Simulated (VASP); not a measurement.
# ZnS: relaxation of cell and atoms with PBE

ZnS:

```
CELL_PARAMETERS angstrom
0.00000 2.72170 2.72170
2.72170 0.00000 2.72170
2.72170 2.72170 0.00000
ATOMIC_POSITIONS crystal
Zn 0.00000 0.00000 0.00000
S 0.75000 0.75000 0.75000
```

```yaml
Program: VASP 6.6.1
Task: relaxation of cell and atoms
Functional: PBE
Potentials_or_basis: VASP PAW PBE potentials, release 64 (Zn, S)
Cutoff: 600 eV
k_mesh: 10 × 10 × 10
Occupations: gaussian, width 0.01 eV
Spin: no spin polarisation
Target_pressure: 40 GPa
Dipole_correction: no
Further_INCAR_settings: ALGO = Normal; EDIFF = 1e-06; IBRION = 2; EDIFFG = -0.001; NSW = 80; ISIF = 3
```

* Relaxed volume: 15.00 Å³/atom
* Relaxed cell: a = 3.488 Å, b = 3.488 Å, c = 3.488 Å, α = 60.00°, β = 60.00°, γ = 60.00°
* Space group after relaxing (to 0.1 Å): F-43m (No. 216)
* Energy change on relaxing (the run minimises the enthalpy): +496.3 meV/atom
* Ionic steps: 25
* Pressure after relaxing: 40.0 GPa
* Band gap on the k mesh: 2.65 eV (least direct gap 3.40 eV)

The path:
```
step  energy change (eV)  largest force (eV/Å)  pressure (GPa)  volume (Å³)
   1              0.0000                0.0000            0.15        40.32
   2             12.1876                0.0000          362.47        17.57
   3              0.6772                0.0000           30.40        31.44
   4              0.8488                0.0000           35.68        30.61
   5              0.9968                0.0000           40.11        29.98
   6              0.9507                0.0000           38.73        30.17
   7              0.9534                0.0000           38.87        30.16
   8              0.9613                0.0000           39.14        30.13
   9              0.9615                0.0000           39.08        30.12
  10              0.9619                0.0000           39.12        30.12
  11              0.9628                0.0000           39.11        30.12
  12              0.9646                0.0000           39.16        30.11
  13              0.9682                0.0000           39.32        30.10
  14              0.9755                0.0000           39.55        30.07
  15              0.9901                0.0000           40.05        30.01
  16              0.9885                0.0000           39.83        30.01
  17              0.9896                0.0000           39.90        30.01
  18              0.9896                0.0000           39.92        30.01
  19              0.9899                0.0000           39.94        30.01
  20              0.9899                0.0000           39.92        30.01
  21              0.9900                0.0000           39.92        30.01
  22              0.9902                0.0000           39.94        30.01
  23              0.9905                0.0000           39.97        30.01
  24              0.9912                0.0000           39.95        30.00
  25              0.9926                0.0000           39.99        30.00
```

Final structure:
```xyz
2
Lattice="0.0000 2.4662 2.4662 2.4662 0.0000 2.4662 2.4662 2.4662 0.0000" Properties=species:S:1:pos:R:3 pbc="T T T"
Zn    0.0000    0.0000    0.0000
S     3.6992    3.6992    3.6992
```

Levels at points of the mesh, in eV from the valence-band top:
```
           k point  band 6  band 7  band 8  band 9  band 10  band 11  band 12  band 13
(0.00, 0.00, 0.00)   -7.02    0.00    0.00    0.00     3.40     6.01     6.01     6.01
(0.50, 0.00, 0.00)   -6.96   -6.63   -1.34   -1.34     3.76     6.58     6.58     9.67
(0.50, 0.50, 0.00)   -6.71   -5.78   -3.40   -3.40     2.65     3.74    13.28    13.80
```

Wall time 2 min on 1 thread of Intel(R) Xeon(R) Platinum 8559C (Emerald Rapids), with other jobs on the host, peak memory 0.2 GiB.

Caveat: the cell is relaxed towards a set pressure, so the run minimises the enthalpy, not the energy; the volume moved by over 15 % at a fixed basis, so the end points are rough. A k mesh can miss the band edges.
